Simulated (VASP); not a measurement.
# Ta (Fm-3m) in VASP: further runs

Runs on Ta. Level: r2SCAN. Tasks: electric field gradients.

Program: VASP 6.6.1. These are calculated values, not measurements. Logs are shortened: lines on timing, memory, paths and dates and some standing lists are left out, and cuts for length are marked.

**1. The cell of the first run**

It takes space group Fm-3m (No. 225, cubic). The conventional cell has a = 4.101 Å, b = 4.101 Å, c = 4.101 Å, α = 90.00°, β = 90.00°, γ = 90.00°. Within 3.8 Å of Ta (site symmetry m-3m) lie 12 Ta at 2.90 Å.

This isn't the form of Ta at room conditions, which is bcc.

**2. Electric field gradients, r2SCAN (17.24 Å³/atom)**

Input file POSCAR:

```
Ta
1.0
    0.0000000000      2.0505446370      2.0505446370
    2.0505446370      0.0000000000      2.0505446370
    2.0505446370      2.0505446370      0.0000000000
Ta
1
Direct
    0.0000000000      0.0000000000      0.0000000000
```

Input file INCAR.step1:

```
SYSTEM = Ta
ALGO = Normal
EDIFF = 1E-5
ENCUT = 440
GGA = PE
GGA_COMPAT = .FALSE.
ISMEAR = -1
LASPH = .TRUE.
LCHARG = .FALSE.
LREAL = .FALSE.
LWAVE = .TRUE.
NBANDS = 12
NELM = 120
PREC = Accurate
SIGMA = 0.08
```

Input file INCAR.step2:

```
SYSTEM = Ta
ALGO = Normal
EDIFF = 1E-8
ENCUT = 440
GGA_COMPAT = .FALSE.
ISIF = 2
ISMEAR = -1
ISTART = 1
LASPH = .TRUE.
LCHARG = .FALSE.
LEFG = .TRUE.
LMIXTAU = .TRUE.
LREAL = .FALSE.
LWAVE = .FALSE.
METAGGA = R2SCAN
NBANDS = 12
NELM = 120
PREC = Accurate
SIGMA = 0.08
```

Input file KPOINTS:

```
k-points
0
G
  14 14 14
  0 0 0
```

Potentials or basis: VASP PAW PBE potentials, release 64 (Ta_pv).

Started as:

```sh
$ cat potpaw_PBE.64/Ta_pv/POTCAR > POTCAR
$ cp INCAR.step1 INCAR
$ mpirun -np 1 vasp_std > vasp.out
$ cp INCAR.step2 INCAR
$ mpirun -np 1 vasp_std > vasp.out
```

OUTCAR:

```text
SYSTEM = Ta
   EDIFF = 1E-8
   ENCUT = 440
   ISIF = 2
   ISMEAR = -1
   ISTART = 1
   LASPH = .TRUE.
   LREAL = .FALSE.
   METAGGA = R2SCAN
   NELM = 120
   PREC = Accurate

 ion  position               nearest neighbor table
   1  0.000  0.000  0.000-

  LATTYP: Found a face centered cubic cell.
 ALAT       =     4.1010892740

  Lattice vectors:

 A1 = (   0.0000000000,   2.0505446370,   2.0505446370)
 A2 = (   2.0505446370,   0.0000000000,   2.0505446370)
 A3 = (   2.0505446370,   2.0505446370,   0.0000000000)

Analysis of symmetry for initial positions (statically):
=====================================================================
 Subroutine PRICEL returns:
 Original cell was already a primitive cell.

 Routine SETGRP: Setting up the symmetry group for a
 face centered cubic supercell.

 Subroutine GETGRP returns: Found 48 space group operations
 (whereof 48 operations were pure point group operations)
 out of a pool of 48 trial point group operations.

The static configuration has the point symmetry O_h .

Analysis of symmetry for dynamics (positions and initial velocities):
=====================================================================
 Subroutine PRICEL returns:
 Original cell was already a primitive cell.

 Routine SETGRP: Setting up the symmetry group for a
 face centered cubic supercell.

 Subroutine GETGRP returns: Found 48 space group operations
 (whereof 48 operations were pure point group operations)
 out of a pool of 48 trial point group operations.

The dynamic configuration has the point symmetry O_h .

 Subroutine INISYM returns: Found 48 space group operations
 (whereof 48 operations are pure point group operations),
 and found     1 'primitive' translations

----------------------------------------------------------------------------------------

                                     Primitive cell

  volume of cell :      17.2440

  direct lattice vectors                    reciprocal lattice vectors
     0.000000000  2.050544637  2.050544637    -0.243837657  0.243837657  0.243837657
     2.050544637  0.000000000  2.050544637     0.243837657 -0.243837657  0.243837657
     2.050544637  2.050544637  0.000000000     0.243837657  0.243837657 -0.243837657

  length of vectors
     2.899908036  2.899908036  2.899908036     0.422339211  0.422339211  0.422339211

  position of ions in fractional coordinates (direct lattice)
     0.000000000  0.000000000  0.000000000

  ion indices of the primitive-cell ions
   primitive index   ion index
                 1           1

----------------------------------------------------------------------------------------

 KPOINTS: k-points

Automatic generation of k-mesh.
 Grid dimensions read from file:
 generate k-points for:   14   14   14

 Generating k-lattice:

  Cartesian coordinates                     Fractional coordinates (reciprocal lattice)
    -0.017416976  0.017416976  0.017416976     0.071428571  0.000000000  0.000000000
     0.017416976 -0.017416976  0.017416976     0.000000000  0.071428571  0.000000000
     0.017416976  0.017416976 -0.017416976     0.000000000  0.000000000  0.071428571

  Length of vectors
     0.030167086  0.030167086  0.030167086

  Shift w.r.t. Gamma in fractional coordinates (k-lattice)
     0.000000000  0.000000000  0.000000000

 Subroutine IBZKPT returns following result:
 ===========================================

 Found    104 irreducible k-points:

 Following reciprocal coordinates:
            Coordinates               Weight
  0.000000  0.000000  0.000000      1.000000
  0.071429  0.000000  0.000000      8.000000
  0.142857  0.000000  0.000000      8.000000
  0.214286  0.000000  0.000000      8.000000
  0.285714  0.000000  0.000000      8.000000
  0.357143  0.000000  0.000000      8.000000
[... 16 lines left out ...]
  0.214286  0.142857  0.000000     24.000000
  0.285714  0.142857  0.000000     24.000000
 [... further k-points ...]
   k-points           NKPTS =    104   k-points in BZ     NKDIM =    104   number of bands    NBANDS=     12
   number of dos      NEDOS =    301   number of ions     NIONS =      1
   total plane-waves  NPLWV =   8000
   dimension x,y,z NGX =    20 NGY =   20 NGZ =   20
   dimension x,y,z NGXF=    40 NGYF=   40 NGZF=   40
   ions per type =               1
   NGX,Y,Z   is equivalent  to a cutoff of  11.47, 11.47, 11.47 a.u.
   NGXF,Y,Z  is equivalent  to a cutoff of  22.93, 22.93, 22.93 a.u.
 SYSTEM =  Ta
   PREC   = accura    normal or accurate (medium, high low for compatibility)
   ISTART =      1    job   : 0-new  1-cont  2-samecut
   ICHARG =      0    charge: 1-file 2-atom 10-const
   ISPIN  =      1    spin polarized calculation?
   LNONCOLLINEAR =      F non collinear calculations
   LSORBIT =      F    spin-orbit coupling
   LASPH  =      T    aspherical Exc in radial PAW
   ENCUT  =  440.0 eV  32.34 Ry    5.69 a.u.   4.96  4.96  4.96*2*pi/ulx,y,z
   NELM   =    120;   NELMIN=  2; NELMDL=  0     # of ELM steps
   EDIFF  = 0.1E-07   stopping-criterion for ELM
   LREAL  =      F    real-space projection
   EDIFFG = 0.1E-06   stopping-criterion for IOM
   NSW    =      0    number of steps for IOM
   IBRION =     -1    ionic relax: 0-MD 1-quasi-New 2-CG
   NFREE  =      0    steps in history (QN), initial steepest desc. (CG)
   ISIF   =      2    stress and relaxation
   ISYM   =      2    0-nonsym 1-usesym 2-fastsym
   POTIM  = 0.5000    time-step for ionic-motion
   TEBEG  =    0.0;   TEEND  =   0.0 temperature during run
   PSTRESS=    0.0 pullay stress
   NELECT =      11.0000    total number of electrons
   NUPDOWN=      -1.0000    fix difference up-down
   EMIN   =  10.00;   EMAX   =-10.00  energy-range for DOS
   EFERMI =   0.00;   METHOD = LEGACY
   ISMEAR =    -1;   SIGMA  =   0.08  broadening in eV -4-tet -1-fermi 0-gaus
   EFERMI_NEDOS =   21; number of points for ismear=-14 and -15
   IALGO  =     38    algorithm
   IMIX   =      4    mixing-type and parameters
     AMIX     =   0.40;   BMIX     =  1.00
     AMIX_MAG =   1.60;   BMIX_MAG =  1.00
  volume/ion in A,a.u.               =      17.24       116.37
  Fermi-wavevector in a.u.,A,eV,Ry     =   1.409267  2.663128 27.021611  1.986032
  Thomas-Fermi vector in A             =   2.531340
   LORBIT       =      0    0 simple, 1 ext, 2 COOP (PROOUT), +10 PAW based schemes
   METAGGA = R2SCAN    functional components
   LHFCALC =     F    Hartree Fock is set to
   AEXX    =    0.0000 exact exchange contribution
   IVDW    =     0    specifies the selected vdW correction
   LEPSILON=     F    determine dielectric tensor
   LRPA    =     F    only Hartree local field effects (RPA)
 non-spin polarized calculation
  energy-cutoff  :      440.00
  volume of cell :       17.24
 maximum number of plane-waves:       371
   NGX =  9   NGY =  9   NGZ =  9

 number of electron      10.9999997 magnetization

 Free energy of the ion-electron system (eV)
  ---------------------------------------------------
  ext. energy  EPLUGINS =         0.00000000
  ---------------------------------------------------
  free energy    TOTEN  =       -48.27470373 eV

  energy without entropy =      -48.25335025  energy(sigma->0) =      -48.26402699

 E-fermi :   6.1422     XC(G=0): -14.0194

 val. band max:        6.1143299737   @ k =   0.3571   0.2143   0.0000
 cond. band min:       6.1727221525   @ k =   0.3571   0.1429   0.0000
 fundamental gap:      0.0583921788
 Fermi energy:         6.1422326028

 k-point     1 :       0.0000    0.0000    0.0000
  band No.  band energies     occupation
      1     -28.3661      2.00000
      2     -28.3661      2.00000
      3     -28.3661      2.00000
      4      -2.8040      2.00000
      5       6.5920      0.00721
      6       6.5920      0.00721
      7       6.5920      0.00721
      8      10.2131      0.00000
      9      10.2131      0.00000
     10      17.9244      0.00000
     11      19.3778      0.00000
     12      25.1068      0.00000

 k-point     2 :       0.0714    0.0000    0.0000
  band No.  band energies     occupation
      1     -28.4428      2.00000
      2     -28.3754      2.00000
      3     -28.3754      2.00000
      4      -2.5668      2.00000
      5       6.3780      0.09973
      6       6.7036      0.00179
      7       6.7036      0.00179
      8      10.0965      0.00000
      9      10.0965      0.00000
     10      17.9243      0.00000
     11      19.8791      0.00000
     12      23.9589      0.00000
[... 316 lines left out ...]
 k-point    24 :       0.2857    0.1429    0.0000
  band No.  band energies     occupation
      1     -29.0951      2.00000
      2     -28.5573      2.00000
      3     -28.5441      2.00000
      4       0.0746      2.00000
      5       4.5432      2.00000
      6       6.7728      0.00075
      7       7.8457      0.00000
      8       9.3199      0.00000
      9      11.3106      0.00000
     10      17.9231      0.00000
     11      21.4353      0.00000
     12      24.7875      0.00000

 [... further k-points ...]

------------------------ aborting loop because EDIFF is reached ----------------------------------------

  FORCE on cell =-STRESS in cart. coord.  units (eV):
  Direction    XX          YY          ZZ          XY          YZ          ZX
  --------------------------------------------------------------------------------------
  -------------------------------------------------------------------------------------
  Total        1.9705051      1.9705051      1.9705051      0.0000000      0.0000000     -0.0000000
  in kB      183.0840359    183.0840359    183.0840359      0.0000000      0.0000000     -0.0000000
  external PRESSURE =     183.0840359 kB  Pullay stress =       0.0000000 kB

 VOLUME and BASIS-vectors are now :
 -----------------------------------------------------------------------------
  energy-cutoff  :      440.00
  volume of cell :       17.24
      direct lattice vectors                 reciprocal lattice vectors
     0.000000000  2.050544637  2.050544637    -0.243837657  0.243837657  0.243837657
     2.050544637  0.000000000  2.050544637     0.243837657 -0.243837657  0.243837657
     2.050544637  2.050544637  0.000000000     0.243837657  0.243837657 -0.243837657

 POSITION                                       TOTAL-FORCE (eV/Angst)
 -----------------------------------------------------------------------------------
      0.00000      0.00000      0.00000         0.000000      0.000000      0.000000
 -----------------------------------------------------------------------------------
    total drift:                                0.000000     -0.000000      0.000000

  FREE ENERGIE OF THE ION-ELECTRON SYSTEM (eV)
  ---------------------------------------------------
  free  energy   TOTEN  =       -48.2747037289 eV

  energy  without entropy=      -48.2533502472  energy(sigma->0) =      -48.26402699

 Electric field gradients (V/A^2)
---------------------------------------------------------------------
 ion       V_xx      V_yy      V_zz      V_xy      V_xz      V_yz
---------------------------------------------------------------------
   1      -0.000    -0.000    -0.000    -0.000    -0.000    -0.000
---------------------------------------------------------------------

 Electric field gradients after diagonalization (V/A^2)
 (convention: |V_zz| > |V_xx| > |V_yy|)
----------------------------------------------------------------------
 ion       V_xx      V_yy      V_zz     asymmetry (V_yy - V_xx)/ V_zz
----------------------------------------------------------------------
   1       0.000     0.000    -0.000       0.000
----------------------------------------------------------------------

           NMR quadrupolar parameters

 Cq : quadrupolar parameter    Cq=e*Q*V_zz/h
 eta: asymmetry parameters     (V_yy - V_xx)/ V_zz
 Q  : nuclear electric quadrupole moment in mb (millibarn)
----------------------------------------------------------------------
 ion       Cq(MHz)       eta       Q (mb)
----------------------------------------------------------------------
   1      -0.000       0.000       1.000
----------------------------------------------------------------------
```

It took 81 s on 1 thread of Intel Xeon Platinum 8259CL at 2.50GHz (Skylake/Cascade Lake), shared host; peak memory 0.14 GiB.

Results:

```yaml
Free_energy: -48.2747 eV
Pressure: 18.3 GPa
Band_gap_on_the_k_mesh: zero (an odd number of electrons rules out a gap without spin polarisation)
Largest_electric_field_gradient_by_atom: under 0.05 V/Å² on every atom
```

Levels at points of the mesh, in eV from the Fermi level:
| k point | band 2 | band 3 | band 4 | band 5 | band 6 | band 7 | band 8 | band 9 |
| --- | --- | --- | --- | --- | --- | --- | --- | --- |
| (0.00, 0.00, 0.00) | -34.51 | -34.51 | -8.95 | 0.45 | 0.45 | 0.45 | 4.07 | 4.07 |
| (0.50, 0.00, 0.00) | -34.69 | -34.69 | -5.24 | 0.23 | 0.23 | 0.81 | 6.68 | 6.68 |
| (0.50, 0.50, 0.00) | -35.01 | -35.01 | -5.10 | -4.01 | 3.39 | 6.76 | 7.42 | 7.42 |

Caveat: the cell stands under pressure; the PAW data sets were made with another functional, which shifts forces and pressure a little; spin-orbit coupling is left out, which moves the levels of the heavy elements.

**3. Electric field gradients, r2SCAN (17.24 Å³/atom)**

POSCAR is that of step 2.

Input file INCAR.step1:

```
  PREC = Accurate
  ENCUT = 520
  ISMEAR = -1
  SIGMA = 0.08
  LREAL = F
  LASPH = T
  NELM = 100
  NBANDS = 12
  GGA = PE
  ALGO = Normal
  EDIFF = 1E-4
  LWAVE = T
  LCHARG = F
```

Input file INCAR.step2:

```
  PREC = Accurate
  ENCUT = 520
  EDIFF = 1E-8
  ISMEAR = -1
  SIGMA = 0.08
  LREAL = F
  LASPH = T
  NELM = 100
  ALGO = Normal
  ISIF = 2
  LWAVE = F
  LCHARG = F
  METAGGA = R2SCAN
  LMIXTAU = T
  LEFG = T
  NBANDS = 12
  ISTART = 1
```

Input file KPOINTS:

```
Automatic mesh
0
Gamma
  14 14 14
```

Potentials or basis: VASP PAW PBE potentials, release 64 (Ta_pv).

Started as:

```sh
$ cat potpaw_PBE.64/Ta_pv/POTCAR > POTCAR
$ cp INCAR.step1 INCAR
$ mpirun -np 1 vasp_std > vasp.out
$ cp INCAR.step2 INCAR
$ mpirun -np 1 vasp_std > vasp.out
```

OUTCAR:

```text
PREC = Accurate
   ENCUT = 520
   EDIFF = 1E-8
   ISMEAR = -1
   LREAL = F
   LASPH = T
   NELM = 100
   ISIF = 2
   METAGGA = R2SCAN
   ISTART = 1

 ion  position               nearest neighbor table
   1  0.000  0.000  0.000-

  LATTYP: Found a face centered cubic cell.
 ALAT       =     4.1010892740

  Lattice vectors:

[... 566 lines left out ...]
      0.00000      0.00000      0.00000        -0.000000     -0.000000     -0.000000
 -----------------------------------------------------------------------------------
    total drift:                                0.000000     -0.000000     -0.000000

  FREE ENERGIE OF THE ION-ELECTRON SYSTEM (eV)
  ---------------------------------------------------
  free  energy   TOTEN  =       -48.2741887816 eV

  energy  without entropy=      -48.2528370372  energy(sigma->0) =      -48.26351291

 Electric field gradients (V/A^2)
---------------------------------------------------------------------
 ion       V_xx      V_yy      V_zz      V_xy      V_xz      V_yz
---------------------------------------------------------------------
   1      -0.000     0.000    -0.000    -0.000    -0.000    -0.000
---------------------------------------------------------------------

 Electric field gradients after diagonalization (V/A^2)
 (convention: |V_zz| > |V_xx| > |V_yy|)
----------------------------------------------------------------------
 ion       V_xx      V_yy      V_zz     asymmetry (V_yy - V_xx)/ V_zz
----------------------------------------------------------------------
   1       0.000     0.000    -0.001       0.000
----------------------------------------------------------------------

           NMR quadrupolar parameters

 Cq : quadrupolar parameter    Cq=e*Q*V_zz/h
 eta: asymmetry parameters     (V_yy - V_xx)/ V_zz
 Q  : nuclear electric quadrupole moment in mb (millibarn)
----------------------------------------------------------------------
 ion       Cq(MHz)       eta       Q (mb)
----------------------------------------------------------------------
   1      -0.000       0.000       1.000
----------------------------------------------------------------------
```

OUTCAR.step1:

```text
PREC = Accurate
   ENCUT = 520
   ISMEAR = -1
   LREAL = F
   LASPH = T
   NELM = 100
[... 574 lines left out ...]

 POSITION                                       TOTAL-FORCE (eV/Angst)
 -----------------------------------------------------------------------------------
      0.00000      0.00000      0.00000        -0.000000      0.000000      0.000000
 -----------------------------------------------------------------------------------
    total drift:                                0.000000     -0.000000      0.000000

  FREE ENERGIE OF THE ION-ELECTRON SYSTEM (eV)
  ---------------------------------------------------
  free  energy   TOTEN  =       -11.4934433124 eV

  energy  without entropy=      -11.4694795161  energy(sigma->0) =      -11.48146141
```

Run time: 71 s. Hardware: 1 thread of AMD EPYC 9R45 (Zen 5), shared host; peak memory 0.13 GiB.

What came out:

```yaml
Free_energy: -48.2742 eV
Pressure: 18.3 GPa
Band_gap_on_the_k_mesh: zero (an odd number of electrons rules out a gap without spin polarisation)
Largest_electric_field_gradient_by_atom: under 0.05 V/Å² on every atom
```

Caveat: the cell stands under pressure; the PAW data sets were made with another functional, which shifts forces and pressure a little; spin-orbit coupling is left out, which moves the levels of the heavy elements.

The gap in the log of VASP goes by the Fermi energy; the results here count the filled bands.